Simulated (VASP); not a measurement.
# BeTe (F-43m) in VASP: a series of runs

BeTe is run at these levels: PBE, LDA; tasks: single point.

All numbers are computed with VASP 6.6.1; they aren't measurements. Logs are shortened: lines on timing, memory, paths and dates and some standing lists are left out, and cuts for length are marked.

### Step 1. The cell of the first run

Symmetry: F-43m, No. 216, cubic system. Conventional cell: a = 5.540 Å, b = 5.540 Å, c = 5.540 Å, α = 90.00°, β = 90.00°, γ = 90.00°. Te (site symmetry -43m) has 4 Be at 2.40 Å within 3.2 Å. Within 3.2 Å of Be (site symmetry -43m) lie 4 Te at 2.40 Å.

### Step 2. Single point, PBE

The input, INCAR:

```
SYSTEM = BeTe
PREC = Accurate
ENCUT = 520
EDIFF = 1E-6
ISMEAR = -1
SIGMA = 0.06
LREAL = .FALSE.
LASPH = .TRUE.
NELM = 60
ALGO = Normal
ISIF = 2
LWAVE = .FALSE.
LCHARG = .TRUE.
GGA = PE
LELF = .TRUE.
LVHAR = .TRUE.
NBANDS = 11
```

The input, KPOINTS:

```
regular mesh
0
G
  4 4 4
  0 0 0
```

The input, POSCAR:

```
BeTe
1.0
    0.0000000000      2.7700000000      2.7700000000
    2.7700000000      0.0000000000      2.7700000000
    2.7700000000      2.7700000000      0.0000000000
Te Be
1 1
Direct
    0.7500000000      0.7500000000      0.7500000000
    0.0000000000      0.0000000000      0.0000000000
```

Potentials or basis: VASP PAW PBE potentials, release 64 (Te, Be).

On the command line:

```sh
> cat potpaw_PBE.64/Te/POTCAR potpaw_PBE.64/Be/POTCAR > POTCAR
> mpirun -np 1 vasp_std > vasp.out
```

OUTCAR:

```text
SYSTEM = BeTe
   PREC = Accurate
   ENCUT = 520
   EDIFF = 1E-6
   ISMEAR = -1
   LREAL = .FALSE.
   LASPH = .TRUE.
   NELM = 60
   ISIF = 2
   GGA = PE

 ion  position               nearest neighbor table
   1  0.750  0.750  0.750-   2 2.40   2 2.40   2 2.40   2 2.40
   2  0.000  0.000  0.000-   1 2.40   1 2.40   1 2.40   1 2.40

  LATTYP: Found a face centered cubic cell.
 ALAT       =     5.5400000000

  Lattice vectors:

 A1 = (   0.0000000000,   2.7700000000,   2.7700000000)
 A2 = (   2.7700000000,   0.0000000000,   2.7700000000)
 A3 = (   2.7700000000,   2.7700000000,   0.0000000000)

Analysis of symmetry for initial positions (statically):
=====================================================================
 Subroutine PRICEL returns:
 Original cell was already a primitive cell.

 Routine SETGRP: Setting up the symmetry group for a
 face centered cubic supercell.

 Subroutine GETGRP returns: Found 24 space group operations
 (whereof 24 operations were pure point group operations)
 out of a pool of 48 trial point group operations.

The static configuration has the point symmetry T_d .

Analysis of symmetry for dynamics (positions and initial velocities):
=====================================================================
 Subroutine PRICEL returns:
 Original cell was already a primitive cell.

 Routine SETGRP: Setting up the symmetry group for a
 face centered cubic supercell.

 Subroutine GETGRP returns: Found 24 space group operations
 (whereof 24 operations were pure point group operations)
 out of a pool of 48 trial point group operations.

The dynamic configuration has the point symmetry T_d .

 Subroutine INISYM returns: Found 24 space group operations
 (whereof 24 operations are pure point group operations),
 and found     1 'primitive' translations

----------------------------------------------------------------------------------------

                                     Primitive cell

  volume of cell :      42.5079

  direct lattice vectors                    reciprocal lattice vectors
     0.000000000  2.770000000  2.770000000    -0.180505415  0.180505415  0.180505415
     2.770000000  0.000000000  2.770000000     0.180505415 -0.180505415  0.180505415
     2.770000000  2.770000000  0.000000000     0.180505415  0.180505415 -0.180505415

  length of vectors
     3.917371568  3.917371568  3.917371568     0.312644550  0.312644550  0.312644550

  position of ions in fractional coordinates (direct lattice)
     0.750000000  0.750000000  0.750000000
     0.000000000  0.000000000  0.000000000

  ion indices of the primitive-cell ions
   primitive index   ion index
                 1           1
                 2           2

----------------------------------------------------------------------------------------

 KPOINTS: regular mesh

Automatic generation of k-mesh.
 Grid dimensions read from file:
 generate k-points for:    4    4    4

 Generating k-lattice:

  Cartesian coordinates                     Fractional coordinates (reciprocal lattice)
    -0.045126354  0.045126354  0.045126354     0.250000000  0.000000000  0.000000000
     0.045126354 -0.045126354  0.045126354     0.000000000  0.250000000  0.000000000
     0.045126354  0.045126354 -0.045126354     0.000000000  0.000000000  0.250000000

  Length of vectors
     0.078161138  0.078161138  0.078161138

  Shift w.r.t. Gamma in fractional coordinates (k-lattice)
     0.000000000  0.000000000  0.000000000

 Subroutine IBZKPT returns following result:
 ===========================================

 Found      8 irreducible k-points:

 Following reciprocal coordinates:
            Coordinates               Weight
  0.000000  0.000000  0.000000      1.000000
  0.250000  0.000000  0.000000      8.000000
  0.500000  0.000000  0.000000      4.000000
  0.250000  0.250000  0.000000      6.000000
  0.500000  0.250000  0.000000     24.000000
 -0.250000  0.250000  0.000000     12.000000
  0.500000  0.500000  0.000000      3.000000
 -0.250000  0.500000  0.250000      6.000000
   k-points           NKPTS =      8   k-points in BZ     NKDIM =      8   number of bands    NBANDS=     11
   number of dos      NEDOS =    301   number of ions     NIONS =      2
   total plane-waves  NPLWV =  27000
   dimension x,y,z NGX =    30 NGY =   30 NGZ =   30
   dimension x,y,z NGXF=    60 NGYF=   60 NGZF=   60
   ions per type =               1   1
   NGX,Y,Z   is equivalent  to a cutoff of  12.73, 12.73, 12.73 a.u.
   NGXF,Y,Z  is equivalent  to a cutoff of  25.46, 25.46, 25.46 a.u.
 SYSTEM =  BeTe
   PREC   = accura    normal or accurate (medium, high low for compatibility)
   ISTART =      0    job   : 0-new  1-cont  2-samecut
   ICHARG =      2    charge: 1-file 2-atom 10-const
   ISPIN  =      1    spin polarized calculation?
   LNONCOLLINEAR =      F non collinear calculations
   LSORBIT =      F    spin-orbit coupling
   LASPH  =      T    aspherical Exc in radial PAW
   ENCUT  =  520.0 eV  38.22 Ry    6.18 a.u.   7.28  7.28  7.28*2*pi/ulx,y,z
   NELM   =     60;   NELMIN=  2; NELMDL= -5     # of ELM steps
   EDIFF  = 0.1E-05   stopping-criterion for ELM
   LREAL  =      F    real-space projection
   EDIFFG = 0.1E-04   stopping-criterion for IOM
   NSW    =      0    number of steps for IOM
   IBRION =     -1    ionic relax: 0-MD 1-quasi-New 2-CG
   NFREE  =      0    steps in history (QN), initial steepest desc. (CG)
   ISIF   =      2    stress and relaxation
   ISYM   =      2    0-nonsym 1-usesym 2-fastsym
   POTIM  = 0.5000    time-step for ionic-motion
   TEBEG  =    0.0;   TEEND  =   0.0 temperature during run
   PSTRESS=    0.0 pullay stress
   NELECT =       8.0000    total number of electrons
   NUPDOWN=      -1.0000    fix difference up-down
   EMIN   =  10.00;   EMAX   =-10.00  energy-range for DOS
   EFERMI =   0.00;   METHOD = LEGACY
   ISMEAR =    -1;   SIGMA  =   0.06  broadening in eV -4-tet -1-fermi 0-gaus
   EFERMI_NEDOS =   21; number of points for ismear=-14 and -15
   IALGO  =     38    algorithm
   IMIX   =      4    mixing-type and parameters
     AMIX     =   0.40;   BMIX     =  1.00
     AMIX_MAG =   1.60;   BMIX_MAG =  1.00
  volume/ion in A,a.u.               =      21.25       143.43
  Fermi-wavevector in a.u.,A,eV,Ry     =   0.938170  1.772885 11.975354  0.880164
  Thomas-Fermi vector in A             =   2.065355
   LORBIT       =      0    0 simple, 1 ext, 2 COOP (PROOUT), +10 PAW based schemes
   GGA     = PE    functional components
   LHFCALC =     F    Hartree Fock is set to
   AEXX    =    0.0000 exact exchange contribution
   IVDW    =     0    specifies the selected vdW correction
   LEPSILON=     F    determine dielectric tensor
   LRPA    =     F    only Hartree local field effects (RPA)
 non-spin polarized calculation
  energy-cutoff  :      520.00
  volume of cell :       42.51
 maximum number of plane-waves:      1162
 NGX is ok and might be reduce to    30
   NGX = 15   NGY = 15   NGZ = 15

 number of electron       8.0000000 magnetization

 Free energy of the ion-electron system (eV)
  ---------------------------------------------------
  ext. energy  EPLUGINS =         0.00000000
  ---------------------------------------------------
  free energy    TOTEN  =        -7.49961256 eV

  energy without entropy =       -7.49961251  energy(sigma->0) =       -7.49961254

 E-fermi :   6.6063     XC(G=0):  -9.2430

 val. band max:        5.6873468361   @ k =   0.0000   0.0000   0.0000
 cond. band min:       7.5250142297   @ k =   0.5000   0.5000   0.0000
 fundamental gap:      1.8376673936
 Fermi energy:         6.6063213935

 k-point     1 :       0.0000    0.0000    0.0000
  band No.  band energies     occupation
      1      -6.9464      2.00000
      2       5.6873      2.00000
      3       5.6873      2.00000
      4       5.6873      2.00000
      5       9.2394      0.00000
      6       9.2394      0.00000
      7       9.2394      0.00000
      8       9.8780      0.00000
      9      14.0680      0.00000
     10      16.0241      0.00000
     11      16.0241      0.00000

 k-point     2 :       0.2500    0.0000    0.0000
  band No.  band energies     occupation
      1      -6.3464      2.00000
      2       2.1892      2.00000
      3       4.9542      2.00000
      4       4.9542      2.00000
      5       9.1063      0.00000
      6      10.1633      0.00000
      7      10.1633      0.00000
      8      12.9679      0.00000
      9      14.7511      0.00000
     10      14.7511      0.00000
     11      14.8250      0.00000

 k-point     3 :       0.5000    0.0000    0.0000
  band No.  band energies     occupation
      1      -5.4702      2.00000
      2      -0.1865      2.00000
      3       4.4657      2.00000
      4       4.4657      2.00000
      5       8.8911      0.00000
      6      10.2398      0.00000
      7      10.2398      0.00000
      8      13.4744      0.00000
      9      16.8453      0.00000
     10      17.3683      0.00000
     11      17.3683      0.00000

 k-point     4 :       0.2500    0.2500    0.0000
  band No.  band energies     occupation
      1      -6.1418      2.00000
      2       2.6859      2.00000
      3       3.8683      2.00000
      4       3.8683      2.00000
      5       8.1990      0.00000
      6      10.0904      0.00000
      7      12.2539      0.00000
      8      12.2539      0.00000
      9      14.6951      0.00000
     10      16.6327      0.00000
     11      17.0157      0.00000

 k-point     5 :       0.5000    0.2500    0.0000
  band No.  band energies     occupation
      1      -5.2404      2.00000
      2       0.5680      2.00000
      3       2.4938      2.00000
      4       3.5119      2.00000
      5       8.5750      0.00000
      6      11.2553      0.00000
      7      12.3848      0.00000
      8      12.6286      0.00000
      9      16.2594      0.00000
     10      17.6408      0.00000
     11      18.4074      0.00000

 k-point     6 :      -0.2500    0.2500    0.0000
  band No.  band energies     occupation
      1      -5.5577      2.00000
      2       1.1005      2.00000
      3       2.2935      2.00000
      4       4.3829      2.00000
      5       9.4336      0.00000
      6      11.2555      0.00000
      7      11.9572      0.00000
      8      12.5078      0.00000
      9      14.1014      0.00000
     10      15.7432      0.00000
     11      18.3672      0.00000

 k-point     7 :       0.5000    0.5000    0.0000
  band No.  band energies     occupation
      1      -4.9259      2.00000
      2       0.2928      2.00000
      3       2.8466      2.00000
      4       2.8466      2.00000
      5       7.5250      0.00000
      6       8.2701      0.00000
      7      15.7012      0.00000
      8      15.7012      0.00000
      9      17.5176      0.00000
     10      19.2683      0.00000
     11      19.3315      0.00000

 k-point     8 :      -0.2500    0.5000    0.2500
  band No.  band energies     occupation
      1      -4.8851      2.00000
      2       0.8732      2.00000
      3       1.7166      2.00000
      4       2.2283      2.00000
      5      10.9906      0.00000
      6      11.1791      0.00000
      7      11.3350      0.00000
      8      12.0520      0.00000
      9      16.8239      0.00000
     10      17.7935      0.00000
     11      18.7364      0.00000

------------------------ aborting loop because EDIFF is reached ----------------------------------------

  FORCE on cell =-STRESS in cart. coord.  units (eV):
  Direction    XX          YY          ZZ          XY          YZ          ZX
  --------------------------------------------------------------------------------------
  -------------------------------------------------------------------------------------
  Total        1.3174912      1.3174912      1.3174912      0.0000000      0.0000000      0.0000000
  in kB       49.6579753     49.6579753     49.6579753      0.0000000      0.0000000      0.0000000
  external PRESSURE =      49.6579753 kB  Pullay stress =       0.0000000 kB

 VOLUME and BASIS-vectors are now :
 -----------------------------------------------------------------------------
  energy-cutoff  :      520.00
  volume of cell :       42.51
      direct lattice vectors                 reciprocal lattice vectors
     0.000000000  2.770000000  2.770000000    -0.180505415  0.180505415  0.180505415
     2.770000000  0.000000000  2.770000000     0.180505415 -0.180505415  0.180505415
     2.770000000  2.770000000  0.000000000     0.180505415  0.180505415 -0.180505415

 POSITION                                       TOTAL-FORCE (eV/Angst)
 -----------------------------------------------------------------------------------
      4.15500      4.15500      4.15500        -0.000000      0.000000     -0.000000
      0.00000      0.00000      0.00000         0.000000     -0.000000      0.000000
 -----------------------------------------------------------------------------------
    total drift:                               -0.000000     -0.000000     -0.000000

  FREE ENERGIE OF THE ION-ELECTRON SYSTEM (eV)
  ---------------------------------------------------
  free  energy   TOTEN  =        -7.4996125560 eV

  energy  without entropy=       -7.4996125150  energy(sigma->0) =       -7.49961254
```

It took 16 s on 1 thread of AMD EPYC 7R13, shared host; peak memory 0.13 GiB.

What came out:

* Free energy: -7.4996 eV
* Pressure: 5.0 GPa
* Band gap on the k mesh: 1.84 eV, indirect (least direct gap 3.55 eV)

Caveat: the k points lie up to 0.49 Å⁻¹ apart; spin-orbit coupling is left out, which moves the levels of the heavy elements. A k mesh can miss the band edges.

### Step 3. Single point, PBE

The input, INCAR:

```
SYSTEM = BeTe
ALGO     = Normal         ! electronic algorithm
EDIFF    = 1E-6           ! SCF threshold, eV
ENCUT    = 520            ! plane-wave cutoff, eV
GGA      = PE             ! functional
ISIF     = 2              ! what is computed and relaxed
ISMEAR   = 0              ! smearing method
LASPH    = .TRUE.         ! aspherical terms in the spheres
LCHARG   = .FALSE.        ! write CHGCAR
LREAL    = .FALSE.        ! projectors in reciprocal space
LWAVE    = .FALSE.        ! write WAVECAR
NBANDS   = 11             ! bands
NELM     = 60             ! most SCF steps
PREC     = Accurate       ! precision mode
SIGMA    = 0.012          ! smearing width, eV
```

The input, KPOINTS:

```
k-points
0
G
  8 8 8
  0 0 0
```

POSCAR is that of step 2.

Potentials or basis: VASP PAW PBE potentials, release 64 (Te, Be).

On the command line:

```sh
> cat potpaw_PBE.64/Te/POTCAR potpaw_PBE.64/Be/POTCAR > POTCAR
> mpirun -np 1 vasp_std > vasp.out
```

It took 41 s on 1 thread of AMD EPYC 7R13, shared host; peak memory 0.14 GiB.

Results (log left out):

| Property | Result |
| --- | --- |
| Free energy | -7.5848 eV |
| Pressure | 4.5 GPa |
| Band gap on the k mesh | 1.85 eV, indirect (least direct gap 3.56 eV) |

Levels at points of the mesh, in eV from the valence-band top:
```tsv
k point	band 1	band 2	band 3	band 4	band 5	band 6	band 7	band 8	band 9
(0.00, 0.00, 0.00)	-12.63	0.00	0.00	0.00	3.56	3.56	3.56	4.19	8.39
(0.50, 0.00, 0.00)	-11.16	-5.87	-1.22	-1.22	3.21	4.56	4.56	7.79	11.16
(0.50, 0.50, 0.00)	-10.62	-5.39	-2.84	-2.84	1.85	2.59	10.02	10.02	11.84
```

Caveat: spin-orbit coupling is left out, which moves the levels of the heavy elements.

### Step 4. Single point, LDA

The input, INCAR:

```
SYSTEM = BeTe
PREC = Accurate ; ENCUT = 520
EDIFF = 1E-6 ; ISMEAR = -1
SIGMA = 0.05 ; LREAL = .FALSE.
LASPH = .TRUE. ; NELM = 100
ALGO = Normal ; ISIF = 2
LWAVE = .FALSE. ; LCHARG = .TRUE.
GGA = CA ; LELF = .TRUE.
LVHAR = .TRUE. ; NBANDS = 11
```

The input, KPOINTS:

```
Automatic mesh
0
G
  8 8 8
  0 0 0
```

POSCAR is that of step 3.

Potentials or basis: VASP PAW LDA potentials, release 64 (Te, Be).

On the command line:

```sh
> cat potpaw_LDA.64/Te/POTCAR potpaw_LDA.64/Be/POTCAR > POTCAR
> mpirun -np 1 vasp_std > vasp.out
```

It took 28 s on 1 thread of AMD EPYC 7R13, shared host; peak memory 0.12 GiB.

Results (log left out):

| Item | Value |
| --- | --- |
| Free energy | -8.7254 eV |
| Pressure | 0.8 GPa |
| Band gap on the k mesh | 1.75 eV, indirect (least direct gap 3.54 eV) |

Levels at points of the mesh, in eV from the valence-band top:
| k point | band 2 | band 3 | band 4 | band 5 | band 6 | band 7 |
| --- | --- | --- | --- | --- | --- | --- |
| (0.00, 0.00, 0.00) | 0.00 | 0.00 | 0.00 | 3.54 | 3.54 | 3.54 |
| (0.50, 0.00, 0.00) | -5.86 | -1.22 | -1.22 | 3.19 | 4.53 | 4.53 |
| (0.50, 0.50, 0.00) | -5.35 | -2.83 | -2.83 | 1.75 | 2.58 | 9.91 |

Caveat: spin-orbit coupling is left out, which moves the levels of the heavy elements.

### Step 5. Single point, PBE

The input, INCAR:

```
SYSTEM = BeTe
  PREC = Accurate
  ENCUT = 520
  EDIFF = 1E-7
  ISMEAR = 0
  SIGMA = 0.02
  LREAL = .FALSE.
  LASPH = .TRUE.
  NELM = 80
  ALGO = Normal
  ISIF = 2
  LWAVE = .FALSE.
  LCHARG = .FALSE.
  GGA = PE
  NBANDS = 11
```

KPOINTS is that of step 4.

POSCAR is that of step 4.

Potentials or basis: VASP PAW PBE potentials, release 64 (Te, Be).

On the command line:

```sh
> cat potpaw_PBE.64/Te/POTCAR potpaw_PBE.64/Be/POTCAR > POTCAR
> mpirun -np 1 vasp_std > vasp.out
```

It took 38 s on 1 thread of AMD EPYC 7R13, shared host; peak memory 0.14 GiB.

Results (log left out):

| Item | Value |
| --- | --- |
| Free energy | -7.5848 eV |
| Pressure | 4.5 GPa |
| Band gap on the k mesh | 1.85 eV, indirect (least direct gap 3.56 eV) |

Levels at points of the mesh, in eV from the valence-band top:
```
           k point  band 2  band 3  band 4  band 5  band 6  band 7
(0.00, 0.00, 0.00)    0.00    0.00    0.00    3.56    3.56    3.56
(0.50, 0.00, 0.00)   -5.87   -1.22   -1.22    3.21    4.56    4.56
(0.50, 0.50, 0.00)   -5.39   -2.84   -2.84    1.85    2.59   10.02
```

Caveat: spin-orbit coupling is left out, which moves the levels of the heavy elements.

### Step 6. Summary

| level | potentials or basis | k mesh | smearing | gap on the mesh (eV) | pressure (GPa) |
| --- | --- | --- | --- | --- | --- |
| PBE | VASP PAW PBE potentials, release 64 (Te, Be) | 4 × 4 × 4 | fermi-dirac 0.06 eV | 1.84 | 5.0 |
| PBE | VASP PAW PBE potentials, release 64 (Te, Be) | 8 × 8 × 8 | gaussian 0.012 eV | 1.85 | 4.5 |
| LDA | VASP PAW LDA potentials, release 64 (Te, Be) | 8 × 8 × 8 | fermi-dirac 0.05 eV | 1.75 | 0.8 |
| PBE | VASP PAW PBE potentials, release 64 (Te, Be) | 8 × 8 × 8 | gaussian 0.02 eV | 1.85 | 4.5 |

Alike in all rows: task single point; no spin polarisation; cell as given; cutoff (eV) 520.

Caveats: some runs use coarse meshes; spin-orbit coupling is left out, which moves the levels of the heavy elements.

Absolute energies hang on the potentials; compare differences alone.
